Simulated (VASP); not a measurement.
Be3CdO4:

```
Be Cd O
1.0
     4.84072    0.00000    0.00000
    -2.42036    4.19219    0.00000
     0.00000    0.00000    4.31180
Be Cd O
3 1 4
Direct
  0.52143 0.47857 0.00000
  0.52143 0.04287 0.00000
  0.95713 0.47857 0.00000
  0.00000 0.00000 0.00000
  0.33333 0.66667 0.50000
  0.86160 0.13840 0.50000
  0.86160 0.72321 0.50000
  0.27679 0.13840 0.50000
```

The cell was built from a structure type or drawn by symmetry, and may not be a known phase.

| Item | Value |
| --- | --- |
| Program | VASP 6.6.1 |
| Task | relaxation of cell and atoms |
| Functional | PBE |
| Potentials or basis | VASP PAW PBE potentials, release 64 (Be, Cd, O) |
| Cutoff | 600 eV |
| k mesh | 3 × 3 × 3 |
| Occupations | gaussian, width 0.15 eV |
| Spin | no spin polarisation |

At the start: pressure 0.2 GPa; volume 10.94 Å³/atom.

Where does the relaxation end?

Over 26 steps the energy falls by 2290.2 meV/atom and the volume is 8.55 Å³/atom (-21.8 %); space group P-6m2 (No. 187, to 0.1 Å) before and after.

Step by step:
| step | energy change (eV) | largest force (eV/Å) | pressure (GPa) | volume (Å³) |
| --- | --- | --- | --- | --- |
| 1 | 0.0000 | 1.0180 | 0.21 | 87.50 |
| 2 | -1.2088 | 1.3085 | -3.43 | 87.47 |
| 3 | -5.9460 | 4.2365 | -6.45 | 85.63 |
| 4 | -9.4963 | 10.1142 | 33.99 | 73.33 |
| 5 | -11.7460 | 7.1050 | 0.96 | 80.49 |
| 6 | -12.0788 | 7.9596 | 7.43 | 78.60 |
| 7 | -12.2540 | 7.7861 | 6.89 | 78.72 |
| 8 | -12.5908 | 7.2188 | 5.48 | 78.99 |
| 9 | -12.2838 | 5.8659 | 4.33 | 79.18 |
| 10 | -12.6630 | 6.8287 | 4.76 | 79.09 |
| 11 | -12.9383 | 6.5051 | 3.07 | 79.20 |
| 12 | -13.6803 | 5.5920 | -1.61 | 79.52 |
| 13 | -14.8236 | 4.0013 | -9.44 | 80.15 |
| 14 | -15.9890 | 2.0254 | -19.94 | 81.36 |
| 15 | -16.0892 | 1.9553 | -21.93 | 81.75 |
| 16 | -16.7406 | 1.8637 | -19.31 | 78.65 |
| 17 | -17.9056 | 1.3480 | -5.77 | 70.04 |
| 18 | -17.9561 | 1.7800 | 1.32 | 67.32 |
| 19 | -17.9634 | 1.5353 | -0.99 | 68.13 |
| 20 | -18.1921 | 0.8822 | 0.86 | 67.67 |
| 21 | -18.2629 | 0.6043 | 3.01 | 67.25 |
| 22 | -18.2630 | 0.5911 | 3.13 | 67.23 |
| 23 | -18.2958 | 0.4013 | 1.43 | 67.84 |
| 24 | -18.3149 | 0.2064 | -0.97 | 68.77 |
| 25 | -18.3198 | 0.0875 | -0.44 | 68.58 |
| 26 | -18.3214 | 0.0286 | 0.08 | 68.39 |

Final structure:
```
Be Cd O
1.0
     5.60800    0.00000    0.00000
    -2.80400    4.85667    0.00000
     0.00000    0.00000    2.51097
Be Cd O
3 1 4
Direct
  0.51190 0.48810 0.00000
  0.51190 0.02380 0.00000
  0.97620 0.48810 0.00000
  0.00000 0.00000 0.00000
  0.33333 0.66667 0.50000
  0.80796 0.19204 0.50000
  0.80796 0.61593 0.50000
  0.38407 0.19204 0.50000
```

Caveat: the k points lie up to 0.83 Å⁻¹ apart in the final cell; the volume moved by over 15 % at a fixed basis, so the end points are rough.
